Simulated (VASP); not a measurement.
Runs of VASP 6.6.1 on SrVO3. The structure is that of space group Pm-3m (No. 221), or close to it. The cells are those of the table. 

```tsv
task	level	potentials or basis	spin	U	cell	k mesh	cutoff (eV)	gap on the mesh (eV)	pressure (GPa)	moment (μB)	relaxed volume (Å³/atom)
relaxation of cell and atoms	PBE	VASP PAW PBE potentials, release 64 (Sr_sv, V_sv, O)	collinear, ferromagnetic start	-	relaxed from a = 3.841 Å, 5 atoms	7 × 7 × 7	600	none	0.0	0.00	11.52
single point	PBE	VASP PAW PBE potentials, release 64 (Sr_sv, V_sv, O)	collinear, ferromagnetic start	-	a = 3.841 Å, 5 atoms	7 × 7 × 7	520	none	3.2	0.00	-
single point	LDA	VASP PAW LDA potentials, release 64 (Sr_sv, V_sv, O)	non-collinear, typed start, SOC	-	a = 3.841 Å, 5 atoms	5 × 5 × 5	600	-	-9.0	0.43	-
relaxation of cell and atoms	PBEsol+U	VASP PAW PBE potentials, release 64 (Sr_sv, V_sv, O)	collinear, ferromagnetic start	V d U = 4.5 eV	relaxed from a = 3.841 Å, 5 atoms	7 × 7 × 7	600	none	0.0	1.00	(a)
single point	r2SCAN+U	VASP PAW PBE potentials, release 64 (Sr_sv, V_sv, O)	collinear, ferromagnetic start	V d U = 4.5 eV	a = 3.870 Å, angles 89.2, 89.2, 90.8°, 5 atoms	7 × 7 × 7	520	(b)	3.2	1.00	-
```

Alike in all rows: smearing fermi-dirac 0.05 eV.

Question: Estimate the missing entries.

Answer: (a) 11.48; (b) 0.88.

Caveats: the moments typed at the start vanished in this run (at least some runs); semilocal functionals often make such compounds metallic where correlation or magnetic order opens a gap, which also shifts bond lengths (at least some runs); the cell stands under pressure (at least some runs); the PAW data sets were made with another functional, which shifts forces and pressure a little (at least some runs); the cell stands under tension (at least some runs); a moment this small can come from the mesh or the smearing (at least some runs).

A k mesh can miss the band edges, and rows without SOC leave out spin-orbit coupling on Sr.

A gap of «none» marks levels without a gap at the run's occupations.
